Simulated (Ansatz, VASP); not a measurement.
# Two plane-wave programs on CO2

The input POSCAR:

```
CO2
1.0
    2.7302315584     -2.4542704169      0.0000000000
    2.7302315584      2.4542704169      0.0000000000
    0.0000000000      0.0000000000      6.5533426004
C O
2 4
Direct
    0.0000000000      0.0000000000      0.0000000000
    0.5000000000      0.5000000000      0.5000000000
    0.8093792096      0.1906207904      0.8952695590
    0.1906207904      0.8093792096      0.1047304410
    0.6906207904      0.3093792096      0.3952695590
    0.3093792096      0.6906207904      0.6047304410
```

INCAR.step1

```
ALGO = Normal
EDIFF = 1E-4
ENCUT = 520
GGA = PE
ISMEAR = 0
LASPH = True
LCHARG = False
LREAL = False
LWAVE = True
NBANDS = 25
NELM = 100
PREC = Accurate
SIGMA = 0.02
```

The input INCAR.step2:

```
ALGO = Normal
EDIFF = 1E-6
ENCUT = 520
ISIF = 2
ISMEAR = 0
ISTART = 1
LASPH = True
LCHARG = True
LELF = True
LMIXTAU = True
LREAL = False
LVHAR = True
LWAVE = False
METAGGA = R2SCAN
NBANDS = 25
NELM = 100
PREC = Accurate
SIGMA = 0.02
```

KPOINTS

```
k-points
0
Gamma
  6 6 4
```

Input for Ansatz:

```yaml
crystal:
  lattice:
    - [2.7302315584, -2.4542704169, 0.0]
    - [2.7302315584, 2.4542704169, 0.0]
    - [0.0, 0.0, 6.5533426004]
  atoms:
    - { symbol: C, position: [0.0, 0.0, 0.0] }
    - { symbol: C, position: [0.5, 0.5, 0.5] }
    - { symbol: O, position: [0.8093792096, 0.1906207904, 0.895269559] }
    - { symbol: O, position: [0.1906207904, 0.8093792096, 0.104730441] }
    - { symbol: O, position: [0.6906207904, 0.3093792096, 0.395269559] }
    - { symbol: O, position: [0.3093792096, 0.6906207904, 0.604730441] }
basis:
  ecutwfc: 500
kpoints:
  mp_grid: { grid: [6, 6, 4] }
  band_path:
    path:
      - [[0.0, 0.0, 0.0], [0.5, 0.5, 0.0], [0.45201605, 0.54798395, 0.0]]
      - [[-0.45201605, 0.45201605, 0.0], [0.0, 0.0, 0.0], [0.0, 0.0, 0.5], [-0.45201605, 0.45201605, 0.5]]
      - [[0.45201605, 0.54798395, 0.5], [0.5, 0.5, 0.5], [0.5, 0.5, 0.0]]
      - [[0.0, 0.0, 0.0], [0.0, 0.5, 0.0], [0.0, 0.5, 0.5], [0.0, 0.0, 0.5], [0.5, 0.5, 0.5]]
    npoints: 14
hamiltonian:
  xc: r2scan
scf:
  occupations: { method: gaussian, width: 0.02 }
  n_extra_bands: 15
output:
  forces: true
  stress: true
  eigenvalues: true
  populations: true
  dos: { projected: true, de: 0.02, nscf_kmesh: { grid: [9, 9, 6] } }
  bader: true
  write_density: true
  write_potential: true
  elf: true
  volumetric_format: npy
```

Alike in both runs: task single point; functional r2SCAN; k mesh 6 × 6 × 4; occupations gaussian, width 0.02 eV; no spin polarisation.

|  | VASP | Ansatz |
| --- | --- | --- |
| version | VASP 6.6.1 | Ansatz 0.2.0 |
| potentials or method | VASP PAW PBE potentials, release 64 (C, O), cutoff 520 eV | scalar-relativistic, plane waves, PAW |
| valence electrons in the cell | 32 | 32 |

VASP gave:

* gap on the k mesh at the Fermi level (eV): 7.24
* least direct gap on the mesh (eV): 7.71
* pressure (GPa): 1.9
* traceless stress, the component that is largest in VASP (GPa): -2.17
* rms of the force components (eV/Å): 0.371

Estimate Ansatz's values.

gap on the k mesh at the Fermi level (eV): 7.27; least direct gap on the mesh (eV): 7.73; pressure (GPa): 0.0; traceless stress, the component that is largest in VASP (GPa): 0.02; rms of the force components (eV/Å): 0.001.

VASP's potentials were made for PBE, not for r2SCAN. Atom by atom the forces differ by 0.371 eV/Å (rms over components). The functional is the same, so the differences come from potentials, cutoffs and numerics.

Noted on VASP's run: the standard files for N, O and F lose accuracy on very short bonds.
